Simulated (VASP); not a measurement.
**Mg3Te2: single point with PBE**

Mg3Te2:

```xyz
5
Lattice="5.7853 0.0000 0.0000 -2.8926 5.0102 0.0000 0.0000 0.0000 6.1946" Properties=species:S:1:pos:R:3 pbc="T T T"
Mg    2.8926    0.0000    3.0973
Mg   -1.4463    2.5051    3.0973
Mg    1.4463    2.5051    3.0973
Te    0.0000    0.0000    1.5375
Te    0.0000    0.0000    4.6570
```

The cell was built from a structure type or drawn by symmetry, and may not be a known phase.

```
Program                : VASP 6.6.1
Task                   : single point
Functional             : PBE
Potentials or basis    : VASP PAW PBE potentials, release 64 (Mg, Te)
Cutoff                 : 520 eV
k mesh                 : 6 × 6 × 4
Occupations            : gaussian, width 0.1 eV
Spin                   : no spin polarisation
Dipole correction      : no
Further INCAR settings : ALGO = Normal; EDIFF = 1e-07; NBANDS = 17
```

```yaml
Pressure: 0.0 GPa
Largest_force: 0.003 eV/Å
Band_gap_on_the_k_mesh: zero (bands 9 and 10 overlap by 1.03 eV)
```

Forces on the atoms (eV/Å):
```
Mg   0.000  0.000  0.000
Mg   0.000  0.000  0.000
Mg   0.000  0.000  0.000
Te   0.000  0.000 -0.003
Te   0.000  0.000  0.003
```

Levels at points of the mesh, in eV from the Fermi level:
```tsv
k point	band 5	band 6	band 7	band 8	band 9	band 10	band 11	band 12	band 13	band 14
(0.00, 0.00, 0.00)	-3.33	-2.69	-0.97	-0.97	0.01	1.01	1.01	1.61	3.43	3.43
(0.50, 0.00, 0.00)	-3.63	-1.88	-1.76	-1.13	-0.03	2.65	2.66	2.85	3.37	3.39
(0.00, 0.00, 0.50)	-2.89	-1.91	-1.91	-1.51	-1.17	0.06	0.90	1.17	1.17	3.98
(0.50, 0.00, 0.50)	-2.70	-2.21	-2.07	-1.42	-1.31	0.69	1.94	3.06	3.77	3.80
```

It took 38 s on 1 thread of Intel(R) Xeon(R) 6975P-C (Granite Rapids), on a shared host, peak memory 0.33 GiB.

Caveat: spin-orbit coupling is left out, which moves the levels of the heavy elements.
